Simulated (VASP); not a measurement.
Runs of VASP 6.6.1 on WC. The structure is that of space group P-6m2 (No. 187), or close to it. The cells are those of the table. 

```csv
cell,gap on the mesh (eV),pressure (GPa)
"a = 3.001, b = 3.001, c = 2.902 Å, angles 90.0, 90.0, 120.0°, 2 atoms",none,(a)
"a = 2.960, b = 2.960, c = 2.873 Å, angles 90.0, 90.0, 120.0°, 2 atoms",none,-19.9
"a = 2.867, b = 2.867, c = 2.804 Å, angles 90.0, 90.0, 120.0°, 2 atoms",none,14.7
"a = 2.834, b = 2.834, c = 2.780 Å, angles 90.0, 90.0, 120.0°, 2 atoms",none,(b)
"a = 2.906, b = 2.907, c = 2.837 Å, angles 90.0, 90.0, 120.0°, 2 atoms",none,-2.3
```

Alike in all rows: task single point; level PBEsol; potentials or basis VASP PAW PBE potentials, release 64 (W_sv, C); no spin polarisation; k mesh 18 × 18 × 14; cutoff (eV) 520; smearing gaussian 0.1 eV.

**Question.** Fill in the values left out.

**Answer.** (a) -30.8; (b) 30.4.

Caveats: the PAW data sets were made with another functional, which shifts forces and pressure a little; spin-orbit coupling is left out, which moves the levels of the heavy elements; the cell stands under tension (at least some runs); the cell stands under pressure (at least some runs).

A k mesh can miss the band edges, and the runs leave out spin-orbit coupling on W.

A gap of «none» marks levels without a gap at the run's occupations.
